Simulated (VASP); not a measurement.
A run of VASP 6.6.1:

File POSCAR:

```
WS
1.0
    0.0000000000      2.9594703353      2.9594703353
    2.9594703353      0.0000000000      2.9594703353
    2.9594703353      2.9594703353      0.0000000000
W S
1 1
Direct
    0.0000000000      0.0000000000      0.0000000000
    0.2500000000      0.2500000000      0.2500000000
```

The input INCAR.step1:

```
  PREC = Accurate
  ENCUT = 520
  ISMEAR = 0
  SIGMA = 0.1
  LREAL = False
  LASPH = True
  NELM = 150
  ISPIN = 2
  MAGMOM = 1.03 0
  LMAXMIX = 4
  LDAU = True
  LDAUTYPE = 2
  LDAUL = 2 -1
  LDAUU = 6.2 0
  LDAUJ = 0 0
  NBANDS = 21
  GGA = PE
  ALGO = Normal
  EDIFF = 1E-4
  LWAVE = True
  LCHARG = False
```

INCAR.step2

```
  PREC = Accurate
  ENCUT = 520
  EDIFF = 1E-6
  ISMEAR = 0
  SIGMA = 0.1
  LREAL = False
  LASPH = True
  NELM = 150
  ALGO = Normal
  ISIF = 2
  LWAVE = False
  LCHARG = False
  ISPIN = 2
  MAGMOM = 1.03 0
  LORBIT = 11
  LMAXMIX = 4
  LDAU = True
  LDAUTYPE = 2
  LDAUL = 2 -1
  LDAUU = 6.2 0
  LDAUJ = 0 0
  LDAUPRINT = 1
  METAGGA = R2SCAN
  LMIXTAU = True
  NBANDS = 21
  ISTART = 1
```

The input KPOINTS:

```
Automatic mesh
0
Gamma
  14 14 14
```

Potentials or basis: VASP PAW PBE potentials, release 64 (W_sv, S).

Launch:

```sh
$ cat potpaw_PBE.64/W_sv/POTCAR potpaw_PBE.64/S/POTCAR > POTCAR
$ cp INCAR.step1 INCAR
$ mpirun -np 1 vasp_std > vasp.out
$ cp INCAR.step2 INCAR
$ mpirun -np 1 vasp_std > vasp.out
```

Hardware: 1 thread of Oxide Virtual Turin-like Processor, with other jobs on the host.

Task: How long does it take, and how much memory?

Result: It took 27 min on 1 thread of Oxide Virtual Turin-like Processor (shared host), peak memory 0.3 GiB. Counts: k points 104.
